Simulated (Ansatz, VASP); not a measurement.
## Two plane-wave programs on TiAl

The input INCAR:

```
  ALGO = Fast
  EDIFF = 1E-7
  ENCUT = 520
  GGA = PS
  ISIF = 2
  ISMEAR = 0
  LASPH = True
  LCHARG = True
  LELF = True
  LREAL = False
  LVHAR = True
  LWAVE = False
  NBANDS = 23
  NELM = 80
  PREC = Accurate
  SIGMA = 0.15
```

KPOINTS

```
k-points
0
Gamma
  16 16 16
```

File POSCAR:

```
TiAl
1.0
   -2.8475477342      0.0000000000      0.0000000000
    0.0000000000      4.9320973526      0.0000000000
    1.4237738671     -2.4660486763     -4.6191923826
Ti Al
2 2
Direct
    0.5021204890      0.5021204890      0.0042409781
   -0.0021204890     -0.0021204890     -0.0042409781
    0.7500000000      0.0717763838      0.5000000000
    0.2500000000      0.5948902828      0.5000000000
```

Input for Ansatz:

```yaml
crystal:
  lattice:
    - [-2.8475477342, 0.0, 0.0]
    - [0.0, 4.9320973526, 0.0]
    - [1.4237738671, -2.4660486763, -4.6191923826]
  atoms:
    - { symbol: Ti, position: [0.502120489, 0.502120489, 0.0042409781] }
    - { symbol: Ti, position: [-0.002120489, -0.002120489, -0.0042409781] }
    - { symbol: Al, position: [0.75, 0.0717763838, 0.5] }
    - { symbol: Al, position: [0.25, 0.5948902828, 0.5] }
basis:
  ecutwfc: 520.0
kpoints:
  mp_grid: { grid: [16, 16, 16] }
hamiltonian:
  xc: pbesol
  pseudopotentials: { kind: paw, azcp: { folder: soft_1 } }
scf:
  occupations: { method: gaussian, width: 0.15 }
output:
  forces: true
  stress: true
  eigenvalues: true
```

Change from the starting cell: mode 6 frozen in at +0.000 Å and mode 11 at -0.057 Å (largest displacements).

Alike in both runs: task single point; functional PBEsol; k mesh 16 × 16 × 16; occupations gaussian, width 0.15 eV; no spin polarisation.

```csv
,VASP,Ansatz
version,VASP 6.6.1,Ansatz 0.2.0
potentials or method,"VASP PAW PBE potentials, release 64 (Ti_sv, Al), cutoff 520 eV","scalar-relativistic, plane waves, PAW"
valence electrons in the cell,30,30
```

```tsv
	VASP	Ansatz	Ansatz less VASP
gap on the k mesh at the Fermi level (eV)	none	none	-
pressure (GPa)	0.3	0.3	-0.02
traceless stress, the component that is largest in VASP (GPa)	0.16	0.20	+0.041
rms of the force components (eV/Å)	0.266	0.264	-0.0014
```

VASP's potentials were made for PBE, not for PBEsol, and Ansatz warns of the same on its side. Atom by atom the forces differ by 0.001 eV/Å (rms over components). A gap of «none» marks a metal or a gap that the smearing closes. The functional is the same, so the differences come from potentials, cutoffs and numerics.
